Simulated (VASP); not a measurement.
TiAl3, 4 atoms in the cell. It takes space group I4mm (No. 107, tetragonal). Conventional cell: a = 3.815 Å, b = 3.815 Å, c = 8.553 Å, α = 90.00°, β = 90.00°, γ = 90.00°. Within 3.6 Å of Ti (site symmetry 4mm) lie 12 Al at 2.70 to 2.90 Å. Within 3.6 Å of Al (site symmetry 4mm) lie 4 Ti at 2.70 Å and 8 Al at 2.80 to 2.93 Å. Within 3.6 Å of Al (site symmetry 2mm) lie 8 Al at 2.70 to 2.93 Å and 4 Ti at 2.83 to 2.90 Å.  This cell differs from its parent crystal: atoms displaced along a vibrational mode.

```yaml
Program: VASP 6.6.1
Task: single point
Functional: PBEsol
Potentials_or_basis: VASP PAW PBE potentials, release 64 (Ti_sv, Al)
Cutoff: 520 eV
k_mesh: 14 × 14 × 14
Occupations: gaussian, width 0.15 eV
Spin: no spin polarisation
Dipole_correction: no
Further_INCAR_settings: ALGO = Fast; EDIFF = 1e-06; NBANDS = 18
```

Potentials or basis: VASP PAW PBE potentials, release 64 (Ti_sv, Al).

Command:

```console
$ cat potpaw_PBE.64/Ti_sv/POTCAR potpaw_PBE.64/Al/POTCAR > POTCAR
$ mpirun -np 1 vasp_std > vasp.out
```

Hardware: 1 thread of Intel(R) Xeon(R) Platinum 8488C (Sapphire Rapids), on a shared host.

Estimate the wall time of this run.

Wall time 15 min on 1 thread of Intel(R) Xeon(R) Platinum 8488C (Sapphire Rapids) (shared host), peak memory 0.43 GiB. Counts: scf iterations 28, k points 244.
